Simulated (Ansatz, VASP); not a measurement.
## MnO: VASP beside Ansatz

Contents of INCAR:

```
  ALGO = Normal
  EDIFF = 1E-7
  ENCUT = 520
  GGA = PS
  ISIF = 2
  ISMEAR = -1
  ISPIN = 2
  LASPH = T
  LCHARG = F
  LMAXMIX = 4
  LORBIT = 11
  LREAL = F
  LWAVE = F
  MAGMOM = 4 0
  NBANDS = 20
  NELM = 150
  PREC = Accurate
  SIGMA = 0.05
```

KPOINTS

```
k-points
0
Gamma
  9 9 9
```

The input POSCAR:

```
MnO
1.0
    3.0295689687     -1.7506562310      0.0000000000
    3.0295689687      1.7506562310      0.0000000000
   -2.0235529244      0.0000000000      2.8654273429
Mn O
1 1
Direct
    0.5001990000      0.5001990000      0.5006650000
    0.7498025000      0.7498025000      0.2493360000
```

The input input.yaml:

```yaml
crystal:
  lattice:
    - [3.0295689687, -1.750656231, 0.0]
    - [3.0295689687, 1.750656231, 0.0]
    - [-2.0235529244, 0.0, 2.8654273429]
  atoms:
    - { symbol: Mn, position: [0.500199, 0.500199, 0.500665], spin: 4.0 }
    - { symbol: O, position: [0.7498025, 0.7498025, 0.249336] }
kpoints:
  mp_grid: { grid: [9, 9, 9] }
scf:
  occupations: { method: fermi_dirac, width: 0.05 }
hamiltonian:
  xc: pbesol
  pseudopotentials: { kind: all_electron, lapw: { basis_error: 0.001 } }
magnetization:
  spin_polarized: true
output:
  forces: true
  stress: true
  eigenvalues: true
```

Change from the starting cell: volume scaled by 1.06.

Alike in both runs: task single point; functional PBEsol; k mesh 9 × 9 × 9; occupations fermi-dirac, width 0.05 eV; collinear spin.

```csv
,VASP,Ansatz
version,VASP 6.6.1,Ansatz 0.2.0
potentials or method,"VASP PAW PBE potentials, release 64 (Mn_pv, O), cutoff 520 eV","all-electron LAPW, scalar-relativistic"
```

VASP gave:

- pressure (GPa): -12.7
- traceless stress, the component that is largest in VASP (GPa): -0.14
- net moment per atom (μB): 2.50
- size of the moment on the site where the two differ most (μB): 4.45

**Question.** Which values does Ansatz return?

**Answer.** Pressure (GPa): -12.9; traceless stress, the component that is largest in VASP (GPa): -0.14; net moment per atom (μB): 2.50; size of the moment on the site where the two differ most (μB): 4.39.

VASP's potentials were made for PBE, not for PBEsol. Site moments also hang on the region over which each program counts them. Ansatz ran all-electron here, and VASP with PAW potentials.
